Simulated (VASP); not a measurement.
# Ta4H (P-3m1) in VASP: further runs

The runs below take Ta4H through single point, relaxation of cell and atoms, with PBE.

Program: VASP 6.6.1. These are calculated values, not measurements. Logs are shortened: lines on timing, memory, paths and dates and some standing lists are left out, and cuts for length are marked.

**1. The cell of the first run**

Symmetry: P-3m1, No. 164, trigonal system. Conventional cell: a = 2.919 Å, b = 2.919 Å, c = 10.399 Å, α = 90.00°, β = 90.00°, γ = 120.00°. Within 3.2 Å of Ta (site symmetry 3m) lie 3 H at 2.16 Å and 12 Ta at 2.92 to 3.18 Å. Ta (site symmetry 3m) has 12 Ta at 2.92 to 3.08 Å within 3.8 Å. H (site symmetry -3m) has 6 Ta at 2.16 Å and 6 H at 2.92 Å within 3.0 Å.

The cell was generated, and may not be a known phase.

**2. Single point, PBE**

INCAR

```
SYSTEM = Ta4H
  PREC = Accurate
  ENCUT = 520
  EDIFF = 1E-6
  ISMEAR = 0
  SIGMA = 0.1
  LREAL = .False.
  LASPH = .True.
  NELM = 80
  ALGO = Normal
  ISIF = 2
  LWAVE = .False.
  LCHARG = .False.
  GGA = PE
  NBANDS = 30
```

KPOINTS

```
Automatic mesh
0
Gamma
  12 12 4
  0 0 0
```

POSCAR

```
Ta4H
1.0
    2.9186129642      0.0000000000      0.0000000000
   -1.4593064821      2.5275929708      0.0000000000
    0.0000000000      0.0000000000     10.3989004848
Ta H
4 1
Direct
    0.3333333333      0.6666666667      0.8704080547
    0.3333333333      0.6666666667      0.3760068171
    0.6666666667      0.3333333333      0.1295919453
    0.6666666667      0.3333333333      0.6239931829
    0.0000000000      0.0000000000      0.0000000000
```

Potentials or basis: VASP PAW PBE potentials, release 64 (Ta_pv, H).

Started as:

```
$ cat potpaw_PBE.64/Ta_pv/POTCAR potpaw_PBE.64/H/POTCAR > POTCAR
$ mpirun -np 1 vasp_std > vasp.out
```

OUTCAR:

```text
SYSTEM = Ta4H
   PREC = Accurate
   ENCUT = 520
   EDIFF = 1E-6
   ISMEAR = 0
   LREAL = .False.
   LASPH = .True.
   NELM = 80
   ISIF = 2
   GGA = PE

 ion  position               nearest neighbor table
   1  0.333  0.667  0.870-   5 2.16   5 2.16   5 2.16   4 3.07   4 3.07   4 3.07   3 3.18   3 3.18
                             3 3.18
   2  0.333  0.667  0.376-   3 3.07   3 3.07   3 3.07   4 3.08   4 3.08   4 3.08
   3  0.667  0.333  0.130-   5 2.16   5 2.16   5 2.16   2 3.07   2 3.07   2 3.07   1 3.18   1 3.18
                             1 3.18
   4  0.667  0.333  0.624-   1 3.07   1 3.07   1 3.07   2 3.08   2 3.08   2 3.08
   5  0.000  0.000  0.000-   1 2.16   3 2.16   1 2.16   3 2.16   3 2.16   1 2.16

  LATTYP: Found a hexagonal cell.
 ALAT       =     2.9186129642
 C/A-ratio  =     3.5629597389

  Lattice vectors:

 A1 = (   2.9186129642,   0.0000000000,   0.0000000000)
 A2 = (  -1.4593064821,   2.5275929708,   0.0000000000)
 A3 = (   0.0000000000,   0.0000000000,  10.3989004848)

Analysis of symmetry for initial positions (statically):
=====================================================================
 Subroutine PRICEL returns:
 Original cell was already a primitive cell.

 Routine SETGRP: Setting up the symmetry group for a
 hexagonal supercell.

 Subroutine GETGRP returns: Found 12 space group operations
 (whereof 12 operations were pure point group operations)
 out of a pool of 24 trial point group operations.

The static configuration has the point symmetry D_3d.

Analysis of symmetry for dynamics (positions and initial velocities):
=====================================================================
 Subroutine PRICEL returns:
 Original cell was already a primitive cell.

 Routine SETGRP: Setting up the symmetry group for a
 hexagonal supercell.

 Subroutine GETGRP returns: Found 12 space group operations
 (whereof 12 operations were pure point group operations)
 out of a pool of 24 trial point group operations.

The dynamic configuration has the point symmetry D_3d.

 Subroutine INISYM returns: Found 12 space group operations
 (whereof 12 operations are pure point group operations),
 and found     1 'primitive' translations

----------------------------------------------------------------------------------------

                                     Primitive cell

  volume of cell :      76.7134

  direct lattice vectors                    reciprocal lattice vectors
     2.918612964  0.000000000  0.000000000     0.342628506  0.197816660  0.000000000
[... 97 lines left out ...]
   NFREE  =      0    steps in history (QN), initial steepest desc. (CG)
   ISIF   =      2    stress and relaxation
   ISYM   =      2    0-nonsym 1-usesym 2-fastsym
   POTIM  = 0.5000    time-step for ionic-motion
   TEBEG  =    0.0;   TEEND  =   0.0 temperature during run
   PSTRESS=    0.0 pullay stress
   NELECT =      45.0000    total number of electrons
   NUPDOWN=      -1.0000    fix difference up-down
   EMIN   =  10.00;   EMAX   =-10.00  energy-range for DOS
   EFERMI =   0.00;   METHOD = LEGACY
   ISMEAR =     0;   SIGMA  =   0.10  broadening in eV -4-tet -1-fermi 0-gaus
   EFERMI_NEDOS =   21; number of points for ismear=-14 and -15
   IALGO  =     38    algorithm
   IMIX   =      4    mixing-type and parameters
     AMIX     =   0.40;   BMIX     =  1.00
     AMIX_MAG =   1.60;   BMIX_MAG =  1.00
  volume/ion in A,a.u.               =      15.34       103.54
  Fermi-wavevector in a.u.,A,eV,Ry     =   1.370425  2.589728 25.552626  1.878065
  Thomas-Fermi vector in A             =   2.496212
   LORBIT       =      0    0 simple, 1 ext, 2 COOP (PROOUT), +10 PAW based schemes
   GGA     = PE    functional components
   LHFCALC =     F    Hartree Fock is set to
   AEXX    =    0.0000 exact exchange contribution
   IVDW    =     0    specifies the selected vdW correction
   LEPSILON=     F    determine dielectric tensor
   LRPA    =     F    only Hartree local field effects (RPA)
 non-spin polarized calculation
 Gauss-broadening in eV      SIGMA  =   0.10
  energy-cutoff  :      520.00
  volume of cell :       76.71
 maximum number of plane-waves:      2109
 NGX is ok and might be reduce to    24
   NGX = 11   NGY = 11   NGZ = 39

 number of electron      45.0000005 magnetization

 Free energy of the ion-electron system (eV)
  ---------------------------------------------------
  ext. energy  EPLUGINS =         0.00000000
  ---------------------------------------------------
  free energy    TOTEN  =       -49.81422335 eV

  energy without entropy =      -49.79003610  energy(sigma->0) =      -49.80212973

 E-fermi :   5.6223     XC(G=0): -12.4298

 val. band max:        5.6125699078   @ k =   0.4167   0.0833   0.2500
 cond. band min:       5.6483604833   @ k =   0.2500  -0.0000   0.2500
 fundamental gap:      0.0357905755
 Fermi energy:         5.6222703430

 k-point     1 :       0.0000    0.0000    0.0000
  band No.  band energies     occupation
      1     -28.9591      2.00000
      2     -28.6160      2.00000
      3     -28.5342      2.00000
      4     -28.1435      2.00000
      5     -28.0846      2.00000
      6     -28.0846      2.00000
[... 781 lines left out ...]
     29       7.5449      0.00000
     30       8.0772      0.00000

 [... further k-points ...]

------------------------ aborting loop because EDIFF is reached ----------------------------------------

  FORCE on cell =-STRESS in cart. coord.  units (eV):
  Direction    XX          YY          ZZ          XY          YZ          ZX
  --------------------------------------------------------------------------------------
  -------------------------------------------------------------------------------------
  Total        0.0288457      0.0288457      0.0438955      0.0000000      0.0000000      0.0000000
  in kB        0.6024491      0.6024491      0.9167684      0.0000000      0.0000000      0.0000000
  external PRESSURE =       0.7072222 kB  Pullay stress =       0.0000000 kB

 VOLUME and BASIS-vectors are now :
 -----------------------------------------------------------------------------
  energy-cutoff  :      520.00
  volume of cell :       76.71
      direct lattice vectors                 reciprocal lattice vectors
     2.918612964  0.000000000  0.000000000     0.342628506  0.197816660  0.000000000
    -1.459306482  2.527592971  0.000000000     0.000000000  0.395633321  0.000000000
     0.000000000  0.000000000 10.398900485     0.000000000  0.000000000  0.096164013

 POSITION                                       TOTAL-FORCE (eV/Angst)
 -----------------------------------------------------------------------------------
     -0.00000      1.68506      9.05129         0.000000      0.000000     -0.006839
     -0.00000      1.68506      3.91006         0.000000      0.000000      0.000178
      1.45931      0.84253      1.34761        -0.000000      0.000000      0.006839
      1.45931      0.84253      6.48884        -0.000000     -0.000000     -0.000178
      0.00000      0.00000      0.00000         0.000000      0.000000      0.000000
 -----------------------------------------------------------------------------------
    total drift:                               -0.000000      0.000000     -0.000000

  FREE ENERGIE OF THE ION-ELECTRON SYSTEM (eV)
  ---------------------------------------------------
  free  energy   TOTEN  =       -49.8142233529 eV

  energy  without entropy=      -49.7900361033  energy(sigma->0) =      -49.80212973
```

OSZICAR:

```text
N       E                     dE             d eps       ncg     rms          rms(c)
DAV:   1     0.410764425550E+03    0.41076E+03   -0.24396E+04  4140   0.151E+03
DAV:   2    -0.358884352187E+02   -0.44665E+03   -0.43555E+03  4570   0.450E+02
DAV:   3    -0.517440485016E+02   -0.15856E+02   -0.15150E+02  5388   0.747E+01
DAV:   4    -0.520529488025E+02   -0.30890E+00   -0.30566E+00  5050   0.941E+00
DAV:   5    -0.520607496976E+02   -0.78009E-02   -0.77941E-02  5302   0.121E+00    0.262E+01
DAV:   6    -0.503057019639E+02    0.17550E+01   -0.25042E+00  4986   0.105E+01    0.126E+01
DAV:   7    -0.499802979664E+02    0.32540E+00   -0.29044E+00  5340   0.124E+01    0.195E+00
DAV:   8    -0.498193787208E+02    0.16092E+00   -0.97364E-01  5224   0.461E+00    0.740E-01
DAV:   9    -0.498141394946E+02    0.52392E-02   -0.49908E-02  4786   0.122E+00    0.306E-01
DAV:  10    -0.498142144261E+02   -0.74932E-04   -0.32279E-03  5430   0.346E-01    0.168E-01
DAV:  11    -0.498142261905E+02   -0.11764E-04   -0.34272E-04  4978   0.105E-01    0.399E-02
DAV:  12    -0.498142252588E+02    0.93171E-06   -0.32047E-05  5240   0.293E-02    0.134E-02
DAV:  13    -0.498142239886E+02    0.12702E-05   -0.34512E-06  3814   0.148E-02    0.354E-03
DAV:  14    -0.498142233529E+02    0.63574E-06   -0.41666E-07  2910   0.599E-03
   1 F= -.49814223E+02 E0= -.49802130E+02  d E =-.241872E-01
```

It took 3.2 min on 1 thread of Intel Xeon 8259CL, shared host; peak memory 0.28 GiB.

What came out:

| Property | Result |
| --- | --- |
| Free energy | -49.8142 eV |
| Pressure | 0.1 GPa |
| Largest force | 0.007 eV/Å |
| Band gap on the k mesh | zero (an odd number of electrons rules out a gap without spin polarisation) |

Forces on the atoms (eV/Å):
```
Ta   0.000  0.000 -0.007
Ta   0.000  0.000  0.000
Ta   0.000  0.000  0.007
Ta   0.000  0.000  0.000
H    0.000  0.000  0.000
```

Caveat: spin-orbit coupling is left out, which moves the levels of the heavy elements.

**3. Relaxation of cell and atoms, PBE**

INCAR

```
PREC = Accurate
ENCUT = 600
EDIFF = 1E-7
ISMEAR = 0
SIGMA = 0.1
LREAL = False
LASPH = True
NELM = 80
ALGO = Normal
ISIF = 3
LWAVE = False
LCHARG = False
GGA = PE
IBRION = 2
NSW = 100
EDIFFG = -0.01
```

KPOINTS

```
Automatic mesh
0
Gamma
  12 12 4
```

POSCAR

```
Ta4H
1.0
    2.9235551288      0.0000000000      0.0000000000
   -1.4617775644      2.5318730109      0.0000000000
    0.0000000000      0.0000000000     10.3628921917
Ta H
4 1
Direct
    0.3333333333      0.6666666667      0.8703824417
    0.3333333333      0.6666666667      0.3759610603
    0.6666666667      0.3333333333      0.1296175583
    0.6666666667      0.3333333333      0.6240389397
    0.0000000000      0.0000000000      0.0000000000
```

Potentials or basis: VASP PAW PBE potentials, release 64 (Ta_pv, H).

Started as:

```
$ cat potpaw_PBE.64/Ta_pv/POTCAR potpaw_PBE.64/H/POTCAR > POTCAR
$ mpirun -np 1 vasp_std > vasp.out
```

It took 11 min on 1 thread of Intel Xeon 8259CL, shared host; peak memory 0.32 GiB.

Results (log left out):

| Property | Result |
| --- | --- |
| Free energy | -49.8157 eV |
| Relaxed volume | 15.35 Å³/atom |
| Relaxed cell | a = 2.919 Å, b = 2.919 Å, c = 10.401 Å, α = 90.00°, β = 90.00°, γ = 120.00° |
| Space group after relaxing (to 0.1 Å) | P-3m1 (No. 164) |
| Energy gained by relaxing | 0.2 meV/atom |
| Ionic steps | 5 |
| Pressure after relaxing | 0.0 GPa |
| Largest force after relaxing | 0.003 eV/Å |
| Band gap on the k mesh | zero (an odd number of electrons rules out a gap without spin polarisation) |

Forces on the atoms (eV/Å):
```
Ta   0.000  0.000  0.003
Ta   0.000  0.000 -0.003
Ta   0.000  0.000 -0.003
Ta   0.000  0.000  0.003
H    0.000  0.000  0.000
```

Step by step:
| step | energy change (eV) | largest force (eV/Å) | pressure (GPa) | volume (Å³) |
| --- | --- | --- | --- | --- |
| 1 | 0.0000 | 0.0180 | 0.09 | 76.71 |
| 2 | -0.0009 | 0.0043 | -0.12 | 76.80 |
| 3 | -0.0009 | 0.0044 | -0.12 | 76.80 |
| 4 | -0.0009 | 0.0026 | 0.19 | 76.68 |
| 5 | -0.0009 | 0.0032 | 0.01 | 76.75 |

Final structure:
```
Ta H
1.0
     2.91900    0.00000    0.00000
    -1.45950    2.52792    0.00000
     0.00000    0.00000   10.40135
Ta H
4 1
Cartesian
  0.0000 1.6853 9.0528
  0.0000 1.6853 3.9113
  1.4595 0.8426 1.3485
  1.4595 0.8426 6.4900
  0.0000 0.0000 0.0000
```

Levels at points of the mesh, in eV from the Fermi level:
```
           k point  band 20  band 21  band 22  band 23  band 24  band 25
(0.00, 0.00, 0.00)    -0.50     0.41     0.41     0.60     0.60     0.67
(0.50, 0.00, 0.00)    -1.15    -0.57     0.36     0.70     0.75     1.26
(0.00, 0.00, 0.50)    -0.66     0.37     0.37     0.57     0.57     0.87
(0.50, 0.00, 0.50)    -2.09    -0.04     0.15     0.99     1.04     1.22
```

Caveat: spin-orbit coupling is left out, which moves the levels of the heavy elements.

The gap in the log of VASP goes by the Fermi energy; the results here count the filled bands.